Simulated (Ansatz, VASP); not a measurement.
Two plane-wave programs on Ca2AlO

```
Ca Al O
1.0
     3.55317    0.00000    0.00000
     0.00000    3.55317    0.00000
     0.00000    0.00000    8.00624
Ca Al O
2 1 1
Cartesian
  0.0000 1.7766 2.6335
  1.7766 0.0000 5.3728
  0.0000 0.0000 0.0000
  1.7766 1.7766 4.0031
```

Change from the starting cell: species swapped into the ZnSnAs2 type (P-4m2, No. 115).

Alike in both runs: task relaxation of cell and atoms; functional PBE; k mesh 14 × 14 × 6; occupations gaussian, width 0.1 eV; no spin polarisation.

|  | VASP | Ansatz |
| --- | --- | --- |
| version | VASP 6.6.1 | Ansatz 0.2.0 |
| potentials or method | VASP PAW PBE potentials, release 64 (Ca_sv, Al, O), cutoff 600 eV | scalar-relativistic, plane waves, PAW |
| valence electrons in the cell | 29 | 29 |

```csv
,VASP,Ansatz,Ansatz less VASP
"gap on the k mesh at the Fermi level, each at its own relaxed structure (eV)",none,none,-
relaxed volume (Å³/atom),25.38,25.29,-0.085
relaxed length of the cell vector where the two differ most in proportion (Å),3.554,3.550,-0.0046
```

A gap of «none» marks a metal or a gap that the smearing closes.
